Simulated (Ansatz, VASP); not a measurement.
## One calculation of TaN, two programs

File INCAR:

```
ALGO = Normal ; EDIFF = 1E-6
ENCUT = 520 ; GGA = PS
ISIF = 2 ; ISMEAR = 0
LASPH = T ; LCHARG = F
LREAL = F ; LWAVE = F
NBANDS = 33 ; NELM = 60
PREC = Accurate ; SIGMA = 0.1
```

Contents of KPOINTS:

```
k-points
0
Gamma
  9 9 12
```

The input POSCAR:

```
TaN
1.0
    5.2050894136      0.0000000000      0.0000000000
   -2.6025447068      4.5077396612      0.0000000000
    0.0000000000      0.0000000000      2.9035873913
Ta N
3 3
Direct
    0.0000000000      0.0000000000      0.0000000000
    0.3333333333      0.6666666667      0.5000000000
    0.6666666667      0.3333333333      0.5000000000
    0.0000000000      0.5000000000      0.0000000000
    0.5000000000      0.0000000000      0.0000000000
    0.5000000000      0.5000000000      0.0000000000
```

Input for Ansatz:

```yaml
crystal:
  lattice:
    - [5.2050894136, 0.0, 0.0]
    - [-2.6025447068, 4.5077396612, 0.0]
    - [0.0, 0.0, 2.9035873913]
  atoms:
    - { symbol: Ta, position: [0.0, 0.0, 0.0] }
    - { symbol: Ta, position: [0.3333333333, 0.6666666667, 0.5] }
    - { symbol: Ta, position: [0.6666666667, 0.3333333333, 0.5] }
    - { symbol: "N", position: [0.0, 0.5, 0.0] }
    - { symbol: "N", position: [0.5, 0.0, 0.0] }
    - { symbol: "N", position: [0.5, 0.5, 0.0] }
basis:
  ecutwfc: 420
kpoints:
  mp_grid: { grid: [9, 9, 12] }
hamiltonian:
  xc: pbesol
scf:
  occupations: { method: gaussian, width: 0.1 }
output:
  forces: true
  stress: true
  eigenvalues: true
```

Alike in both runs: task single point; functional PBEsol; k mesh 9 × 9 × 12; occupations gaussian, width 0.1 eV; no spin polarisation.

|  | VASP | Ansatz |
| --- | --- | --- |
| version | VASP 6.6.1 | Ansatz 0.2.0 |
| potentials or method | VASP PAW PBE potentials, release 64 (Ta_pv, N), cutoff 520 eV | scalar-relativistic, plane waves, PAW |
| valence electrons in the cell | 48 | 54 |

VASP gave:

| Quantity | Value |
| --- | --- |
| gap on the k mesh at the Fermi level (eV) | none |
| pressure (GPa) | 0.9 |
| traceless stress, the component that is largest in VASP (GPa) | 0.18 |

Problem. Estimate Ansatz's values.

Solution. gap on the k mesh at the Fermi level (eV): none; pressure (GPa): 0.0; traceless stress, the component that is largest in VASP (GPa): -0.05.

VASP's potentials were made for PBE, not for PBEsol. A gap of «none» marks a metal or a gap that the smearing closes. VASP's potentials hold 48 valence electrons a cell and Ansatz's 54, so a difference there can come from the potentials and not from the codes.

Spin-orbit coupling is off throughout.
